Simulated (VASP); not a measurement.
A run of VASP 6.6.1 is set up as follows.

INCAR

```
PREC = Accurate ; ENCUT = 520
EDIFF = 1E-6 ; ISMEAR = 0
SIGMA = 0.05 ; LREAL = F
LASPH = T ; NELM = 60
ALGO = Normal ; ISIF = 2
LWAVE = F ; LCHARG = F
GGA = PS ; NBANDS = 22
NELECT = 27.75
```

The input KPOINTS:

```
Automatic mesh
0
Gamma
  10 10 4
```

File POSCAR:

```
F
1.0
    2.7500000000     -1.6400000000      0.0000000000
    2.7500000000      1.6400000000      0.0000000000
   -1.5360119809      0.0000000000      7.1200165312
F
4
Direct
    0.0504000000      0.0504000000      0.0996000000
    0.9496000000      0.9496000000      0.9004000000
    0.5050000000      0.5050000000      0.6000000000
    0.4950000000      0.4950000000      0.4000000000
```

Potentials or basis: VASP PAW PBE potentials, release 64 (F).

Run with:

```bash
$ cat potpaw_PBE.64/F/POTCAR > POTCAR
$ mpirun -np 1 vasp_std > vasp.out
```

**Question.** What does it give for the largest force?

**Answer.** 1.527 eV/Å.

Forces in eV/Å, atoms in the order of the input:
```
F   -0.243  0.000 -1.336
F    0.243  0.000  1.336
F    0.290  0.000 -1.499
F   -0.290  0.000  1.499
```

Caveat: the cell carries a net charge on a neutralising background, which shifts energy and pressure; the PAW data sets were made with another functional, which shifts forces and pressure a little.
